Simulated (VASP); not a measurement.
Here is a VASP 6.6.1 calculation.

INCAR

```
SYSTEM = SnSe
PREC = Accurate ; ENCUT = 520
EDIFF = 1E-6 ; ISMEAR = -1
SIGMA = 0.05 ; LREAL = .FALSE.
LASPH = .TRUE. ; NELM = 100
ALGO = Normal ; ISIF = 2
LWAVE = .FALSE. ; LCHARG = .FALSE.
GGA = PE ; IVDW = 12
NBANDS = 17
```

KPOINTS

```
Automatic mesh
0
G
  8 8 8
  0 0 0
```

The input POSCAR:

```
SnSe
1.0
    0.0000000000      2.9867158511      2.9867158511
    2.9867158511      0.0000000000      2.9867158511
    2.9867158511      2.9867158511      0.0000000000
Sn Se
1 1
Direct
    0.0000000000      0.0000000000      0.0000000000
    0.5000000000      0.5000000000      0.5000000000
```

Potentials or basis: VASP PAW PBE potentials, release 64 (Sn_d, Se).

Command:

```console
$ cat potpaw_PBE.64/Sn_d/POTCAR potpaw_PBE.64/Se/POTCAR > POTCAR
$ mpirun -np 1 vasp_std > vasp.out
```

**Question.** Estimate the band gap on the k mesh.

**Answer.** 0.69 eV, direct.

**Question.** Predict the pressure.

**Answer.** 0.0 GPa.

Caveat: spin-orbit coupling is left out, which moves the levels of the heavy elements. A k mesh can miss the band edges.
